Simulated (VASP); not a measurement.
Wanted: the native input for a VASP 6.6.1 run.

- Task: single point
- Functional: PBE-based screened hybrid with 25 % exact exchange
- Potentials or basis: VASP PAW PBE potentials, release 64 (Ga_d, N)
- Cutoff: 520 eV
- k mesh: 5 × 5 × 5
- Occupations: fermi-dirac, width 0.05 eV
- Spin: no spin polarisation
- Dipole correction: no
- Grid for exact exchange (PRECFOCK): Normal
- Share of exact exchange: 0.25
- Further INCAR settings: ALGO = Normal; EDIFF = 1e-07; NBANDS = 16
- Screening parameter: 0.3 1/Å

Crystal: GaN.

```xyz
2
Lattice="0.0000 2.2504 2.2504 2.2504 0.0000 2.2504 2.2504 2.2504 0.0000" Properties=species:S:1:pos:R:3 pbc="T T T"
Ga    0.0000    0.0000    0.0000
N     1.1252    1.1252    1.1252
```

These files were run (other wordings do the same):

POSCAR

```
GaN
1.0
    0.0000000000      2.2503695412      2.2503695412
    2.2503695412      0.0000000000      2.2503695412
    2.2503695412      2.2503695412      0.0000000000
Ga N
1 1
Direct
    0.0000000000      0.0000000000      0.0000000000
    0.2500000000      0.2500000000      0.2500000000
```

INCAR.step1

```
  PREC = Accurate
  ENCUT = 520
  EDIFF = 1E-5
  ISMEAR = -1
  SIGMA = 0.05
  LREAL = F
  LASPH = T
  NELM = 80
  ALGO = Normal
  ISIF = 2
  LWAVE = T
  GGA = PE
  NBANDS = 16
```

INCAR.step2

```
  PREC = Accurate
  ENCUT = 520
  EDIFF = 1E-7
  ISMEAR = -1
  SIGMA = 0.05
  LREAL = F
  LASPH = T
  NELM = 80
  ALGO = Normal
  ISIF = 2
  LWAVE = F
  LCHARG = T
  GGA = PE
  LHFCALC = T
  AEXX = 0.25
  HFSCREEN = 0.3
  PRECFOCK = Normal
  LELF = T
  LVHAR = T
  ISTART = 1
  NBANDS = 16
```

KPOINTS

```
Automatic mesh
0
Gamma
  5 5 5
```

Potentials or basis: VASP PAW PBE potentials, release 64 (Ga_d, N).

Command:

```bash
$ cat potpaw_PBE.64/Ga_d/POTCAR potpaw_PBE.64/N/POTCAR > POTCAR
$ cp INCAR.step1 INCAR
$ mpirun -np 1 vasp_std > vasp.out
$ cp INCAR.step2 INCAR
$ mpirun -np 1 vasp_std > vasp.out
```

Results of the run:

The pressure is -0.1 GPa and the band gap on the k mesh is 2.80 eV.

Caveat: the k points lie up to 0.48 Å⁻¹ apart; the PAW data sets were made with another functional, which shifts forces and pressure a little.

Wall time 22 min on 1 thread of AMD EPYC 7R13 (shared host), peak memory 0.25 GiB.
